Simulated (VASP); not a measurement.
Wanted: the native input for a VASP 6.6.1 run.

```
Task                   : relaxation of the atoms
Functional             : PBE
Potentials or basis    : VASP PAW PBE potentials, release 64 (Li_sv, H)
Cutoff                 : 520 eV
k mesh                 : 2 × 2 × 2
Occupations            : gaussian, width 0.01 eV
Spin                   : collinear spin
Starting moments       : [0.167, 0.167, 0.0, 0.167, 0.167, 0.0, 0.167, 0.167, 0.0, 0.0, 0.0, 0.0, 0.0, 0.0, 0.0] μB
Dipole correction      : no
Further INCAR settings : LREAL = Auto; ALGO = Normal; EDIFF = 1e-06; IBRION = 2; EDIFFG = -0.025; NSW = 65
```

The structure of Li8H7 (a cell with a defect) lies in POSCAR:

```
Li8H7
1.0
    0.0000000000      4.0071000518     -4.0071000518
    4.0071000518      4.0071000518      0.0000000000
    4.0071000518      0.0000000000     -4.0071000518
Li H
8 7
Direct
    0.5000000000      0.5000000000      0.0000000000
    0.5000000000      0.0000000000      0.0000000000
    1.0000000000      0.5000000000      0.0000000000
    1.0000000000      0.0000000000      0.0000000000
    0.5000000000      0.5000000000      0.5000000000
    0.5000000000      0.0000000000      0.5000000000
    1.0000000000      0.5000000000      0.5000000000
    1.0000000000      0.0000000000      0.5000000000
    0.2500000000      0.2500000000      0.2500000000
    0.7500000000      0.7500000000      0.2500000000
    0.7500000000      0.2500000000      0.2500000000
    0.2500000000      0.7500000000      0.7500000000
    0.2500000000      0.2500000000      0.7500000000
    0.7500000000      0.7500000000      0.7500000000
    0.7500000000      0.2500000000      0.7500000000
```

This cell differs from its parent crystal: atoms taken out.

The input as run:

INCAR

```
SYSTEM = Li8H7
ALGO = Normal
EDIFF = 1E-6
EDIFFG = -0.025
ENCUT = 520
GGA = PE
IBRION = 2
ISIF = 2
ISMEAR = 0
ISPIN = 2
LASPH = .TRUE.
LCHARG = .FALSE.
LORBIT = 11
LREAL = Auto
LWAVE = .FALSE.
MAGMOM = 0.167 0.167 0 0.167 0.167 0 0.167 0.167 0 0 0 0 0 0 0
NELM = 150
NSW = 65
PREC = Accurate
SIGMA = 0.01
```

KPOINTS

```
k-points
0
G
  2 2 2
  0 0 0
```

Potentials or basis: VASP PAW PBE potentials, release 64 (Li_sv, H).

Launch:

```console
$ cat potpaw_PBE.64/Li_sv/POTCAR potpaw_PBE.64/H/POTCAR > POTCAR
$ mpirun -np 1 vasp_std > vasp.out
```

It gave:

| Item | Value |
| --- | --- |
| Energy gained by relaxing | 1.5 meV/atom |
| Ionic steps | 3 |
| Largest force after relaxing | 0.018 eV/Å |
| Net moment | 0.00 μB per cell |
| Valence electrons inside the program's atomic spheres | Li 2.09, 2.08 (each value once); H 0.54 |

Caveat: the k points lie up to 0.68 Å⁻¹ apart; the cell differs from its parent crystal (atoms taken out).

Wall time 89 s on 1 thread of AMD EPYC 7R43 64-Core Processor (Zen 3), on a shared host, peak memory 0.26 GiB.
